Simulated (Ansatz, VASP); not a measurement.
## One calculation of BN, two programs

File INCAR:

```
PREC = Accurate
ENCUT = 600
EDIFF = 1E-6
ISMEAR = 0
SIGMA = 0.01
LREAL = F
LASPH = T
NELM = 60
ALGO = Normal
ISIF = 3
LWAVE = F
LCHARG = F
GGA = CA
IBRION = 2
NSW = 80
EDIFFG = -0.001
```

File KPOINTS:

```
Automatic mesh
0
Gamma
  12 12 12
```

The input POSCAR:

```
BN
1.0
    2.4778435417      0.0021709175     -0.2306819748
   -1.2298411084      2.1510895337      0.2306972838
   -0.9241347474     -0.9026877291      3.2795835778
B N
1 1
Direct
    0.9911375110      0.9914531069     -0.0060240828
    0.6570114890      0.3244308931      0.9928290828
```

Input for Ansatz:

```yaml
crystal:
  lattice:
    - [2.4778435417, 0.0021709175, -0.2306819748]
    - [-1.2298411084, 2.1510895337, 0.2306972838]
    - [-0.9241347474, -0.9026877291, 3.2795835778]
  atoms:
    - { symbol: B, position: [0.991137511, 0.9914531069, -0.0060240828] }
    - { symbol: "N", position: [0.657011489, 0.3244308931, 0.9928290828] }
basis:
  ecutwfc: 420
kpoints:
  mp_grid: { grid: [12, 12, 12] }
hamiltonian:
  xc: lda
scf:
  occupations: { method: fixed }
output:
  forces: true
  stress: true
  eigenvalues: true
relax:
  adjacent_minimum: "off"
  f_tol: 0.001
  max_steps: 60
  cell: { stress_tol: 0.01 }
```

Alike in both runs: task relaxation of cell and atoms; functional LDA; k mesh 12 × 12 × 12; no spin polarisation.

|  | VASP | Ansatz |
| --- | --- | --- |
| version | VASP 6.6.1 | Ansatz 0.2.0 |
| potentials or method | VASP PAW LDA potentials, release 64 (B, N), cutoff 600 eV | scalar-relativistic, plane waves, PAW |
| occupations | gaussian, width 0.01 eV | fixed |
| valence electrons in the cell | 8 | 8 |

Ansatz gave:

| Item | Value |
| --- | --- |
| gap on the k mesh at the Fermi level, each at its own relaxed structure (eV) | 4.03 |
| relaxed volume (Å³/atom) | 8.64 |
| relaxed length of the cell vector where the two differ most in proportion (Å) | 3.529 |

Which values does VASP return?

gap on the k mesh at the Fermi level, each at its own relaxed structure (eV): 3.98; relaxed volume (Å³/atom): 8.59; relaxed length of the cell vector where the two differ most in proportion (Å): 3.506.

LDA's correlation is that of Perdew and Zunger in VASP and of Perdew and Wang (1992) in Ansatz. Ansatz's warnings: structure snapped to symmetry.
